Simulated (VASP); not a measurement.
Crystal: Mg3Sb2.

```xyz
5
Lattice="4.5820 0.0000 0.0000 -2.2910 3.9681 0.0000 0.0000 0.0000 7.2440" Properties=species:S:1:pos:R:3 pbc="T T T"
Mg    0.0000    2.6454    4.5637
Mg    2.2910    1.3227    2.6803
Mg    0.0000    0.0000    0.0000
Sb    0.0000    2.6454    1.7023
Sb    2.2910    1.3227    5.5417
```

| Quantity | Value |
| --- | --- |
| Program | VASP 6.6.1 |
| Task | relaxation of the atoms |
| Functional | PBEsol |
| Potentials or basis | VASP PAW PBE potentials, release 64 (Mg, Sb) |
| Cutoff | 520 eV |
| k mesh | 6 × 6 × 4 |
| Occupations | gaussian, width 0.01 eV |
| Spin | no spin polarisation |

At the start: pressure -0.4 GPa; volume 26.34 Å³/atom.

Question: Where does the relaxation end?

Answer: Over 4 steps the energy falls by 7.3 meV/atom at a fixed cell; space group P-3m1 (No. 164, to 0.1 Å) before and after.

The path:
```csv
step,energy change (eV),largest force (eV/Å),pressure (GPa)
1,0.0000,0.4734,-0.37
2,-0.0199,0.3155,-0.55
3,-0.0346,0.0858,-0.93
4,-0.0363,0.0214,-0.86
```

Final structure:
```
Mg Sb
1.0
     4.58200    0.00000    0.00000
    -2.29100    3.96813    0.00000
     0.00000    0.00000    7.24400
Mg Sb
3 2
Direct
  0.33333 0.66667 0.63344
  0.66667 0.33333 0.36656
  0.00000 0.00000 0.00000
  0.33333 0.66667 0.22505
  0.66667 0.33333 0.77495
```

Caveat: the PAW data sets were made with another functional, which shifts forces and pressure a little.
